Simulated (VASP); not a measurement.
Set up this calculation in VASP 6.6.1, as the native input.

```
Task                   : relaxation of cell and atoms
Functional             : LDA
Potentials or basis    : VASP PAW LDA potentials, release 64 (Na_pv, Ti_sv, S)
Cutoff                 : 600 eV
k mesh                 : 6 × 6 × 6
Occupations            : fermi-dirac, width 0.1 eV
Spin                   : no spin polarisation
Dipole correction      : no
Further INCAR settings : ALGO = Normal; EDIFF = 1e-06; IBRION = 2; EDIFFG = -0.01; NSW = 80; ISIF = 3
```

The structure of NaTiS3 lies in POSCAR:

```
NaTiS3
1.0
    4.2300000000      0.0000000000      0.0000000000
    0.0000000000      4.2300000000      0.0000000000
    0.0000000000      0.0000000000      4.2300000000
Na Ti S
1 1 3
Direct
    0.0000000000      0.0000000000      0.0000000000
    0.5000000000      0.5000000000      0.5000000000
    0.5000000000      0.5000000000      0.0000000000
    0.0000000000      0.5000000000      0.5000000000
    0.5000000000      0.0000000000      0.5000000000
```

One way to write it, as run:

INCAR

```
ALGO = Normal
EDIFF = 1E-6
EDIFFG = -0.01
ENCUT = 600
IBRION = 2
ISIF = 3
ISMEAR = -1
LASPH = T
LCHARG = F
LREAL = F
LWAVE = F
NELM = 60
NSW = 80
PREC = Accurate
SIGMA = 0.1
```

KPOINTS

```
k-points
0
Gamma
  6 6 6
```

Potentials or basis: VASP PAW LDA potentials, release 64 (Na_pv, Ti_sv, S).

Command:

```sh
$ cat potpaw_LDA.64/Na_pv/POTCAR potpaw_LDA.64/Ti_sv/POTCAR potpaw_LDA.64/S/POTCAR > POTCAR
$ mpirun -np 1 vasp_std > vasp.out
```

It gave:

```yaml
Relaxed_volume: 20.14 Å³/atom
Relaxed_cell: a = 4.652 Å, b = 4.652 Å, c = 4.652 Å, α = 90.00°, β = 90.00°, γ = 90.00°
Space_group_after_relaxing_to_0.05_Å: Pm-3m (No. 221)
Energy_gained_by_relaxing: 471.9 meV/atom
Ionic_steps: 17
Pressure_after_relaxing: 0.0 GPa
```

Caveat: the volume moved by over 15 % at a fixed basis, so the end points are rough.

Run time: 3.7 min on 1 thread of Intel(R) Xeon(R) Platinum 8259CL CPU @ 2.50GHz (Skylake/Cascade Lake), with other jobs on the host, peak memory 0.19 GiB.
